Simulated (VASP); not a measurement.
# Mg (C2/m) in VASP: further runs, part 2 of 2

VASP 6.6.1. Earlier steps stand in the parts before.

### Step 6. Single point, PBE (shear of c along a, cell held: +6.0 %)

File INCAR:

```
SYSTEM = Mg
PREC = Accurate
ENCUT = 520
EDIFF = 1E-6
ISMEAR = 0
SIGMA = 0.1
LREAL = .False.
LASPH = .True.
NELM = 60
ALGO = Fast
ISIF = 2
LWAVE = .False.
LCHARG = .True.
GGA = PE
LELF = .True.
LVHAR = .True.
NBANDS = 9
```

File KPOINTS:

```
Automatic mesh
0
Gamma
  12 12 12
  0 0 0
```

File POSCAR:

```
Mg
1.0
    3.6711586697      0.0000000000      0.0000000000
    0.0000000000      3.6711586697      0.0000000000
    0.2045897135      0.0000000000      3.4098285591
Mg
2
Direct
    0.0000000000      0.0000000000      0.0000000000
    0.5000000000      0.5000000000      0.5000000000
```

Potentials or basis: VASP PAW PBE potentials, release 64 (Mg).

Run with:

```
> cat potpaw_PBE.64/Mg/POTCAR > POTCAR
> mpirun -np 1 vasp_std > vasp.out
```

OUTCAR:

```text
SYSTEM = Mg
   PREC = Accurate
   ENCUT = 520
   EDIFF = 1E-6
   ISMEAR = 0
   LREAL = .False.
   LASPH = .True.
   NELM = 60
   ISIF = 2
   GGA = PE

 ion  position               nearest neighbor table
   1  0.000  0.000  0.000-   2 3.05   2 3.05   2 3.05   2 3.05   2 3.17   2 3.17   2 3.17   2 3.17

   2  0.500  0.500  0.500-   1 3.05   1 3.05   1 3.05   1 3.05   1 3.17   1 3.17   1 3.17   1 3.17

  LATTYP: Found a simple monoclinic cell.
 ALAT       =     3.4159607365
 B/A-ratio  =     1.0747075136
 C/A-ratio  =     1.0747075136
 COS(beta)  =    -0.0598922907

  Lattice vectors:

 A1 = (   0.2045897135,   0.0000000000,   3.4098285591)
 A2 = (   0.0000000000,   3.6711586697,   0.0000000000)
 A3 = (  -3.6711586697,   0.0000000000,   0.0000000000)

Analysis of symmetry for initial positions (statically):
=====================================================================
 Subroutine PRICEL returns following result:

  LATTYP: Found a base centered monoclinic cell.
 ALAT       =     4.8625128412
 B/A-ratio  =     0.7549920771
 C/A-ratio  =     0.7025093502
 COS(beta)  =    -0.6572911453

  Lattice vectors:

 A1 = (   1.7332844781,  -1.8355793348,  -1.7049142796)
 A2 = (   1.7332844781,   1.8355793349,  -1.7049142796)
 A3 = (   0.2045897135,   0.0000000000,   3.4098285591)

   2 primitive cells build up your supercell.

 Routine SETGRP: Setting up the symmetry group for a
 simple monoclinic supercell.

 Subroutine GETGRP returns: Found  4 space group operations
 (whereof  4 operations were pure point group operations)
 out of a pool of  4 trial point group operations.

The static configuration has the point symmetry C_2h.

Analysis of symmetry for dynamics (positions and initial velocities):
=====================================================================
 Subroutine PRICEL returns following result:

[... 141 lines left out ...]
  Fermi-wavevector in a.u.,A,eV,Ry     =   0.725519  1.371031  7.161797  0.526377
  Thomas-Fermi vector in A             =   1.816261
   LORBIT       =      0    0 simple, 1 ext, 2 COOP (PROOUT), +10 PAW based schemes
   GGA     = PE    functional components
   LHFCALC =     F    Hartree Fock is set to
   AEXX    =    0.0000 exact exchange contribution
   IVDW    =     0    specifies the selected vdW correction
   LEPSILON=     F    determine dielectric tensor
   LRPA    =     F    only Hartree local field effects (RPA)
 non-spin polarized calculation
 RMM-DIIS sequential band-by-band and
 Gauss-broadening in eV      SIGMA  =   0.10
  energy-cutoff  :      520.00
  volume of cell :       45.96
 maximum number of plane-waves:      1252
   NGX = 13   NGY = 13   NGZ = 13

 number of electron       4.0000000 magnetization

 Free energy of the ion-electron system (eV)
  ---------------------------------------------------
  ext. energy  EPLUGINS =         0.00000000
  ---------------------------------------------------
  free energy    TOTEN  =        -2.94498025 eV

  energy without entropy =       -2.94089962  energy(sigma->0) =       -2.94293993

 E-fermi :   2.6715     XC(G=0):  -8.4906

 val. band max:        2.6595298905   @ k =   0.5000   0.4167   0.4167
 cond. band min:       2.6717744900   @ k =   0.0000   0.3333   0.3333
 fundamental gap:      0.0122445996
 Fermi energy:         2.6715181393

 k-point     1 :       0.0000    0.0000    0.0000
  band No.  band energies     occupation
      1      -4.2963      2.00000
      2       5.9403      0.00000
      3       5.9649      0.00000
      4       6.3121      0.00000
      5       6.8254      0.00000
      6       7.7202      0.00000
      7      10.3862      0.00000
      8      14.6874      0.00000
      9      15.6967      0.00000
[... 265 lines left out ...]
 k-point    24 :       0.1667    0.2500    0.0000
  band No.  band energies     occupation
      1      -3.2889      2.00000
      2       2.0823      2.00000
      3       3.9139      0.00000
      4       8.4854      0.00000
      5       9.0109      0.00000
      6       9.4542      0.00000
      7      11.2075      0.00000
      8      13.2811      0.00000
      9      13.3234      0.00000

 [... further k-points ...]

------------------------ aborting loop because EDIFF is reached ----------------------------------------

  FORCE on cell =-STRESS in cart. coord.  units (eV):
  Direction    XX          YY          ZZ          XY          YZ          ZX
  --------------------------------------------------------------------------------------
  -------------------------------------------------------------------------------------
  Total        0.0704044      0.0206185     -0.1203033      0.0000000      0.0000000     -0.5087164
  in kB        2.4545484      0.7188347     -4.1942001      0.0000000      0.0000000    -17.7356658
  external PRESSURE =      -0.3402724 kB  Pullay stress =       0.0000000 kB

 VOLUME and BASIS-vectors are now :
 -----------------------------------------------------------------------------
  energy-cutoff  :      520.00
  volume of cell :       45.96
      direct lattice vectors                 reciprocal lattice vectors
     3.671158670  0.000000000  0.000000000     0.272393566  0.000000000 -0.016343614
     0.000000000  3.671158670  0.000000000     0.000000000  0.272393566  0.000000000
     0.204589713  0.000000000  3.409828559     0.000000000  0.000000000  0.293269876

 POSITION                                       TOTAL-FORCE (eV/Angst)
 -----------------------------------------------------------------------------------
      0.00000      0.00000      0.00000        -0.000000      0.000000     -0.000000
      1.93787      1.83558      1.70491         0.000000      0.000000      0.000000
 -----------------------------------------------------------------------------------
    total drift:                               -0.000000     -0.000000     -0.000000

  FREE ENERGIE OF THE ION-ELECTRON SYSTEM (eV)
  ---------------------------------------------------
  free  energy   TOTEN  =        -2.9449802470 eV

  energy  without entropy=       -2.9408996155  energy(sigma->0) =       -2.94293993
```

OSZICAR:

```text
N       E                     dE             d eps       ncg     rms          rms(c)
DAV:   1    -0.496909095315E-01   -0.49691E-01   -0.14235E+03  9468   0.312E+02
DAV:   2    -0.292160340179E+01   -0.28719E+01   -0.27838E+01 12375   0.284E+01
DAV:   3    -0.296118131133E+01   -0.39578E-01   -0.39469E-01 11922   0.280E+00
DAV:   4    -0.296130982342E+01   -0.12851E-03   -0.12851E-03 12088   0.154E-01
DAV:   5    -0.296131041092E+01   -0.58749E-06   -0.58781E-06 11531   0.979E-03    0.955E-01
RMM:   6    -0.295359279017E+01    0.77176E-02   -0.57080E-04  9501   0.196E-01    0.611E-01
RMM:   7    -0.294495823321E+01    0.86346E-02   -0.25509E-03  9765   0.374E-01    0.338E-02
RMM:   8    -0.294498059266E+01   -0.22359E-04   -0.97527E-05 10239   0.721E-02    0.798E-03
RMM:   9    -0.294498024701E+01    0.34565E-06   -0.87472E-06 10688   0.193E-02
   1 F= -.29449802E+01 E0= -.29429399E+01  d E =-.408063E-02
```

Run time: 97 s. Hardware: 1 thread of Intel Xeon 6975P-C (Granite Rapids), shared host; peak memory 0.31 GiB.

What came out:

- Free energy: -2.9450 eV
- Pressure: 0.0 GPa
- Band gap on the k mesh: zero (band 2 reaches 5.94 eV, above the bottom of band 3 at 1.40 eV)

Stress tensor (GPa, compression positive):
```
 0.25  0.00 -1.77
 0.00  0.07  0.00
-1.77  0.00 -0.42
```

Caveat: the cell differs from its parent crystal (shear of c along a, cell held: +6.0 %).

### Step 7. The runs side by side

| cell | gap on the mesh (eV) | pressure (GPa) |
| --- | --- | --- |
| a = 3.671, b = 3.671, c = 3.410 Å, angles 90.0, 89.4, 90.0°, 2 atoms | none | -0.2 |
| a = 3.671, b = 3.671, c = 3.411 Å, angles 90.0, 88.9, 90.0°, 2 atoms | none | -0.2 |
| a = 3.671, b = 3.671, c = 3.411 Å, angles 90.0, 88.3, 90.0°, 2 atoms | none | -0.1 |
| a = 3.671, b = 3.671, c = 3.413 Å, angles 90.0, 87.7, 90.0°, 2 atoms | none | -0.1 |
| a = 3.671, b = 3.671, c = 3.416 Å, angles 90.0, 86.6, 90.0°, 2 atoms | none | 0.0 |

Alike in all rows: task single point; level PBE; potentials or basis VASP PAW PBE potentials, release 64 (Mg); no spin polarisation; k mesh 12 × 12 × 12; cutoff (eV) 520; smearing gaussian 0.1 eV.

Total energies depend on the potentials used, so only differences within one code and one set of settings carry meaning.
